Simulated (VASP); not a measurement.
A run of VASP 6.6.1:

Contents of INCAR:

```
PREC     = Accurate       # precision mode
ENCUT    = 520            # plane-wave cutoff, eV
EDIFF    = 1E-6           # SCF threshold, eV
ISMEAR   = 0              # smearing method
SIGMA    = 0.05           # smearing width, eV
LREAL    = False          # projectors in reciprocal space
LASPH    = True           # aspherical terms in the spheres
NELM     = 150            # most SCF steps
ALGO     = Normal         # electronic algorithm
ISIF     = 2              # what is computed and relaxed
LWAVE    = False          # write WAVECAR
LCHARG   = False          # write CHGCAR
ISPIN    = 2              # spin polarisation
MAGMOM   = 7.64 -0.16     # initial moments
LORBIT   = 11             # projections on sites
LMAXMIX  = 6              # l up to which the mixer works
LDAU     = True           # DFT+U
LDAUTYPE = 2            
LDAUL    = 3 -1           # shell
LDAUU    = 6 0            # U, eV
LDAUJ    = 0 0          
LDAUPRINT= 1            
GGA      = PE             # functional
NBANDS   = 22             # bands
```

The input KPOINTS:

```
Automatic mesh
0
Gamma
  10 10 10
```

File POSCAR:

```
GdN
1.0
    0.0000000000      2.5339263529      2.5339263529
    2.5339263529      0.0000000000      2.5339263529
    2.5339263529      2.5339263529      0.0000000000
Gd N
1 1
Direct
    0.0000000000      0.0000000000      0.0000000000
    0.5000000000      0.5000000000      0.5000000000
```

Potentials or basis: VASP PAW PBE potentials, release 64 (Gd, N).

Launch:

```console
$ cat potpaw_PBE.64/Gd/POTCAR potpaw_PBE.64/N/POTCAR > POTCAR
$ mpirun -np 1 vasp_std > vasp.out
```

Hardware: 1 thread of Intel Xeon 8259CL, on a shared host.

Problem. How long does it take, and how much memory?

Solution. Run time: 3.1 min on 1 thread of Intel Xeon 8259CL, on a shared host, peak memory 0.22 GiB. Counts: scf iterations 16, k points 47.
